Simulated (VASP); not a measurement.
Wanted: the native input for a VASP 6.6.1 run.

| Item | Value |
| --- | --- |
| Task | single point |
| Functional | BLYP |
| Potentials or basis | VASP PAW PBE potentials, release 64 (Rb_sv) |
| Cutoff | 520 eV |
| k mesh | 6 × 6 × 6 |
| Occupations | fermi-dirac, width 0.1 eV |
| Spin | no spin polarisation |
| Dipole correction | no |
| Further INCAR settings | ALGO = Normal; EDIFF = 1e-06; NBANDS = 16 |

The structure of Rb lies in POSCAR:

```
Rb
1.0
    0.0000000000      5.6624364862      5.6624364862
    5.6624364862      0.0000000000      5.6624364862
    5.6624364862      5.6624364862      0.0000000000
Rb
2
Direct
    0.1250000000      0.1250000000      0.1250000000
    0.8750000000      0.8750000000      0.8750000000
```

This isn't the form of Rb at room conditions, which is bcc.

One way to write it, as run:

INCAR

```
AGGAC = 1.0
AGGAX = 1.0
ALDAC = 0.0
ALDAX = 1.0
ALGO = Normal
EDIFF = 1E-6
ENCUT = 520
GGA = B5
ISIF = 2
ISMEAR = -1
LASPH = T
LCHARG = T
LELF = T
LREAL = F
LVHAR = T
LWAVE = F
NBANDS = 16
NELM = 60
PREC = Accurate
SIGMA = 0.1
```

KPOINTS

```
k-points
0
Gamma
  6 6 6
```

Potentials or basis: VASP PAW PBE potentials, release 64 (Rb_sv).

Run with:

```bash
$ cat potpaw_PBE.64/Rb_sv/POTCAR > POTCAR
$ mpirun -np 1 vasp_std > vasp.out
```

It gave:

```yaml
Pressure: 0.0 GPa
Band_gap_on_the_k_mesh: zero (bands 9 and 10 overlap by 0.03 eV)
```

Caveat: the PAW data sets were made with another functional, which shifts forces and pressure a little.

Wall time 67 s on 1 thread of Intel(R) Xeon(R) 6975P-C (Granite Rapids), on a shared host, peak memory 0.49 GiB.
